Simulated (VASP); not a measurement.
# C (P6_3/mmc) in VASP: a series of runs, part 2 of 3

VASP 6.6.1.

### 3 Single point, PBE

This run uses another cell than the first one, of 5.66 Å³/atom, 1.041 times its volume.

INCAR reads:

```
SYSTEM = C
PREC     = Accurate       ! precision mode
ENCUT    = 520            ! plane-wave cutoff, eV
EDIFF    = 1E-6           ! SCF threshold, eV
ISMEAR   = -1             ! smearing method
SIGMA    = 0.02           ! smearing width, eV
LREAL    = .FALSE.        ! projectors in reciprocal space
LASPH    = .TRUE.         ! aspherical terms in the spheres
NELM     = 100            ! most SCF steps
ALGO     = Normal         ! electronic algorithm
ISIF     = 2              ! what is computed and relaxed
LWAVE    = .FALSE.        ! write WAVECAR
LCHARG   = .FALSE.        ! write CHGCAR
GGA      = PE             ! functional
NBANDS   = 16             ! bands
```

KPOINTS reads:

```
regular mesh
0
G
  12 12 6
  0 0 0
```

POSCAR reads:

```
C
1.0
    2.5031953718      0.0000000000      0.0000000000
   -1.2515976859      2.1678307826      0.0000000000
    0.0000000000      0.0000000000      4.1688692921
C
4
Direct
    0.3333333333      0.6666666667      0.0002313166
    0.6666666667      0.3333333333      0.5002313166
    0.3333333333      0.6666666667      0.3747686834
    0.6666666667      0.3333333333      0.8747686834
```

Potentials or basis: VASP PAW PBE potentials, release 64 (C).

Command:

```
$ cat potpaw_PBE.64/C/POTCAR > POTCAR
$ mpirun -np 1 vasp_std > vasp.out
```

OUTCAR:

```text
SYSTEM = C
   PREC = Accurate
   ENCUT = 520
   EDIFF = 1E-6
   ISMEAR = -1
   LREAL = .FALSE.
   LASPH = .TRUE.
   NELM = 100
   ISIF = 2
   GGA = PE

 ion  position               nearest neighbor table
   1  0.333  0.667  0.000-   4 1.54   4 1.54   4 1.54   3 1.56
   2  0.667  0.333  0.500-   3 1.54   3 1.54   3 1.54   4 1.56
   3  0.333  0.667  0.375-   2 1.54   2 1.54   2 1.54   1 1.56
   4  0.667  0.333  0.875-   1 1.54   1 1.54   1 1.54   2 1.56

  LATTYP: Found a hexagonal cell.
 ALAT       =     2.5031953718
 C/A-ratio  =     1.6654190636

  Lattice vectors:

 A1 = (   2.5031953718,   0.0000000000,   0.0000000000)
 A2 = (  -1.2515976859,   2.1678307826,   0.0000000000)
 A3 = (   0.0000000000,   0.0000000000,   4.1688692921)

Analysis of symmetry for initial positions (statically):
=====================================================================
 Subroutine PRICEL returns:
 Original cell was already a primitive cell.

 Routine SETGRP: Setting up the symmetry group for a
 hexagonal supercell.

 Subroutine GETGRP returns: Found 24 space group operations
[... 174 lines left out ...]
 cond. band min:      13.3692599211   @ k =   0.3333   0.3333   0.0000
 fundamental gap:      3.3102665876
 Fermi energy:        10.5189633705

 k-point     1 :       0.0000    0.0000    0.0000
  band No.  band energies     occupation
      1     -11.7670      2.00000
      2      -6.1850      2.00000
      3      -3.6571      2.00000
      4       6.9750      2.00000
      5       6.9750      2.00000
      6       9.5813      2.00000
[... 433 lines left out ...]
      3      -1.0993      2.00000
      4       0.5405      2.00000
      5       2.7734      2.00000
      6       4.3673      2.00000
[... 8 lines left out ...]
     15      24.5670      0.00000
     16      27.0746      0.00000

 [... further k-points ...]

------------------------ aborting loop because EDIFF is reached ----------------------------------------

  FORCE on cell =-STRESS in cart. coord.  units (eV):
  Direction    XX          YY          ZZ          XY          YZ          ZX
  --------------------------------------------------------------------------------------
  -------------------------------------------------------------------------------------
  Total        0.7223916      0.7223916      0.6061899      0.0000000      0.0000000      0.0000000
  in kB       51.1616856     51.1616856     42.9319725      0.0000000      0.0000000      0.0000000
  external PRESSURE =      48.4184479 kB  Pullay stress =       0.0000000 kB

 VOLUME and BASIS-vectors are now :
 -----------------------------------------------------------------------------
  energy-cutoff  :      520.00
  volume of cell :       22.62
      direct lattice vectors                 reciprocal lattice vectors
     2.503195372  0.000000000  0.000000000     0.399489393  0.230645309  0.000000000
    -1.251597686  2.167830783  0.000000000     0.000000000  0.461290617  0.000000000
     0.000000000  0.000000000  4.168869292     0.000000000  0.000000000  0.239873196

 POSITION                                       TOTAL-FORCE (eV/Angst)
 -----------------------------------------------------------------------------------
     -0.00000      1.44522      0.00096        -0.000000      0.000000      0.016090
      1.25160      0.72261      2.08540         0.000000      0.000000      0.016090
     -0.00000      1.44522      1.56236        -0.000000      0.000000     -0.016090
      1.25160      0.72261      3.64680         0.000000     -0.000000     -0.016090
 -----------------------------------------------------------------------------------
    total drift:                               -0.000000      0.000000      0.000000

  FREE ENERGIE OF THE ION-ELECTRON SYSTEM (eV)
  ---------------------------------------------------
  free  energy   TOTEN  =       -36.2691499145 eV

  energy  without entropy=      -36.2691499145  energy(sigma->0) =      -36.26914991
```

OSZICAR:

```text
N       E                     dE             d eps       ncg     rms          rms(c)
DAV:   1     0.207464093256E+02    0.20746E+02   -0.83010E+03  2432   0.972E+02
DAV:   2    -0.357467228097E+02   -0.56493E+02   -0.51981E+02  3480   0.186E+02
DAV:   3    -0.375633174721E+02   -0.18166E+01   -0.18103E+01  3024   0.282E+01
DAV:   4    -0.375703108492E+02   -0.69934E-02   -0.69924E-02  3024   0.216E+00
DAV:   5    -0.375703450128E+02   -0.34164E-04   -0.34163E-04  3008   0.135E-01    0.788E+00
DAV:   6    -0.365959521226E+02    0.97439E+00   -0.59575E-01  2776   0.488E+00    0.471E+00
DAV:   7    -0.362662758066E+02    0.32968E+00   -0.68940E-01  3096   0.544E+00    0.105E+00
DAV:   8    -0.362690173964E+02   -0.27416E-02   -0.13840E-02  2704   0.776E-01    0.610E-02
DAV:   9    -0.362691100884E+02   -0.92692E-04   -0.17072E-04  3184   0.985E-02    0.302E-02
DAV:  10    -0.362691499935E+02   -0.39905E-04   -0.33382E-05  2728   0.471E-02    0.854E-03
DAV:  11    -0.362691499145E+02    0.79068E-07   -0.49986E-07  2600   0.590E-03
   1 F= -.36269150E+02 E0= -.36269150E+02  d E =-.228366E-12
```

stdout:

```text
POSCAR found type information on POSCAR C
 POSCAR found :  1 types and       4 ions
 scaLAPACK will be used
 LDA part: xc-table for (Slater+PW92), standard interpolation
 POSCAR, INCAR and KPOINTS ok, starting setup
 FFT: planning ... GRIDC
 FFT: planning ... GRID_SOFT
 FFT: planning ... GRID
 WAVECAR not read
 entering main loop
```

Wall time 10 s (1 thread of Intel Xeon 6975P-C (Granite Rapids), shared host); peak memory 0.14 GiB.

What came out:

```yaml
Free_energy: -36.2691 eV
Pressure: 4.8 GPa
Largest_force: 0.016 eV/Å
Band_gap_on_the_k_mesh: 3.31 eV, indirect (least direct gap 4.99 eV)
```

Forces in eV/Å, atoms in the order of the input:
```
C    0.000  0.000  0.016
C    0.000  0.000  0.016
C    0.000  0.000 -0.016
C    0.000  0.000 -0.016
```

### 4 Single point, PBE (strain +0.5%)

INCAR reads:

```
PREC = Accurate
ENCUT = 520
EDIFF = 1E-6
ISMEAR = -1
SIGMA = 0.02
LREAL = F
LASPH = T
NELM = 100
ALGO = Normal
ISIF = 2
LWAVE = F
LCHARG = F
GGA = PE
NBANDS = 16
```

KPOINTS reads:

```
Automatic mesh
0
Gamma
  12 12 6
```

POSCAR reads:

```
C
1.0
    2.5157113486      0.0000000000      0.0000000000
   -1.2578556743      2.1786699365      0.0000000000
    0.0000000000      0.0000000000      4.1897136386
C
4
Direct
    0.3333333333      0.6666666667      0.0001745392
    0.6666666667      0.3333333333      0.5001745392
    0.3333333333      0.6666666667      0.3748254608
    0.6666666667      0.3333333333      0.8748254608
```

Command:

```
$ cat potpaw_PBE.64/C/POTCAR > POTCAR
$ mpirun -np 1 vasp_std > vasp.out
```

It took 9.7 s on 1 thread of Intel Xeon 6975P-C (Granite Rapids), shared host; peak memory 0.14 GiB.

It converged, with:

- Free energy: -36.2728 eV
- Pressure: -1.7 GPa
- Largest force: 0.015 eV/Å
- Band gap on the k mesh: 3.37 eV, indirect (least direct gap 4.97 eV)

Forces on the atoms (eV/Å):
```
C    0.000  0.000  0.015
C    0.000  0.000  0.015
C    0.000  0.000 -0.015
C    0.000  0.000 -0.015
```

Stress tensor (GPa, compression positive):
```
-1.45  0.00  0.00
 0.00 -1.45  0.00
 0.00  0.00 -2.35
```

Levels at points of the mesh, in eV from the valence-band top:
| k point | band 5 | band 6 | band 7 | band 8 | band 9 | band 10 | band 11 | band 12 |
| --- | --- | --- | --- | --- | --- | --- | --- | --- |
| (0.00, 0.00, 0.00) | -3.03 | -0.45 | 0.00 | 0.00 | 4.97 | 4.97 | 5.30 | 8.00 |
| (0.50, 0.00, 0.00) | -9.14 | -6.38 | -5.85 | -3.10 | 4.48 | 8.08 | 8.27 | 8.34 |
| (0.00, 0.00, 0.50) | -1.82 | -1.82 | -1.82 | -1.82 | 7.22 | 7.22 | 7.22 | 7.22 |
| (0.50, 0.00, 0.50) | -5.03 | -5.03 | -4.76 | -4.76 | 5.87 | 5.87 | 6.45 | 6.45 |

Caveat: the cell differs from its parent crystal (strain +0.5%). A k mesh can miss the band edges.

### 5 Single point, r2SCAN (epitaxial xy strain -2.0%)

POSCAR reads:

```
C
1.0
    2.4531314643      0.0000000000      0.0000000000
   -1.2265657322      2.1244741669      0.0000000000
    0.0000000000      0.0000000000      4.1702101686
C
4
Direct
    0.3333333333      0.6666666667      0.0004560205
    0.6666666667      0.3333333333      0.5004560205
    0.3333333333      0.6666666667      0.3745439795
    0.6666666667      0.3333333333      0.8745439795
```

INCAR.step1 reads:

```
SYSTEM = C
PREC     = Accurate       ! precision mode
ENCUT    = 520            ! plane-wave cutoff, eV
ISMEAR   = 0              ! smearing method
SIGMA    = 0.01           ! smearing width, eV
LREAL    = .FALSE.        ! projectors in reciprocal space
LASPH    = .TRUE.         ! aspherical terms in the spheres
NELM     = 100            ! most SCF steps
NBANDS   = 16             ! bands
GGA      = PE             ! functional
ALGO     = Normal         ! electronic algorithm
EDIFF    = 1E-4           ! SCF threshold, eV
LWAVE    = .TRUE.         ! write WAVECAR
LCHARG   = .FALSE.        ! write CHGCAR
```

INCAR.step2 reads:

```
SYSTEM = C
PREC     = Accurate       ! precision mode
ENCUT    = 520            ! plane-wave cutoff, eV
EDIFF    = 1E-6           ! SCF threshold, eV
ISMEAR   = 0              ! smearing method
SIGMA    = 0.01           ! smearing width, eV
LREAL    = .FALSE.        ! projectors in reciprocal space
LASPH    = .TRUE.         ! aspherical terms in the spheres
NELM     = 100            ! most SCF steps
ALGO     = Normal         ! electronic algorithm
ISIF     = 2              ! what is computed and relaxed
LWAVE    = .FALSE.        ! write WAVECAR
LCHARG   = .FALSE.        ! write CHGCAR
METAGGA  = R2SCAN         ! meta-GGA
LMIXTAU  = .TRUE.       
NBANDS   = 16             ! bands
ISTART   = 1
```

KPOINTS reads:

```
regular mesh
0
G
  12 12 6
  0 0 0
```

Command:

```
$ cat potpaw_PBE.64/C/POTCAR > POTCAR
$ cp INCAR.step1 INCAR
$ mpirun -np 1 vasp_std > vasp.out
$ cp INCAR.step2 INCAR
$ mpirun -np 1 vasp_std > vasp.out
```

Wall time 33 s (1 thread of Intel Xeon 6975P-C (Granite Rapids), shared host); peak memory 0.14 GiB.

Results (log left out):

```
Free energy            : -39.1166 eV
Pressure               : 20.9 GPa
Largest force          : 0.018 eV/Å
Band gap on the k mesh : 3.36 eV, indirect (least direct gap 5.10 eV)
```

Forces on the atoms (eV/Å):
```
C    0.000  0.000  0.018
C    0.000  0.000  0.018
C    0.000  0.000 -0.018
C    0.000  0.000 -0.018
```

Stress tensor (GPa, compression positive):
```
30.74  0.00  0.00
 0.00 30.74  0.00
 0.00  0.00  1.11
```

Levels at points of the mesh, in eV from the valence-band top:
```csv
k point,band 4,band 5,band 6,band 7,band 8,band 9,band 10,band 11,band 12,band 13
"(0.00, 0.00, 0.00)",-3.19,-3.19,-0.59,0.00,0.00,5.10,5.51,5.51,9.56,10.28
"(0.50, 0.00, 0.00)",-11.17,-10.02,-6.97,-6.45,-3.55,5.13,8.58,8.85,9.03,11.65
"(0.00, 0.00, 0.50)",-7.97,-1.90,-1.90,-1.90,-1.90,7.89,7.89,7.89,7.89,8.67
"(0.50, 0.00, 0.50)",-14.17,-5.56,-5.56,-5.43,-5.43,6.54,6.54,6.64,6.64,13.58
```

Caveat: the cell differs from its parent crystal (epitaxial xy strain -2.0%); the PAW data sets were made with another functional, which shifts forces and pressure a little. A k mesh can miss the band edges.

(Part 2 of 3 ends here.)
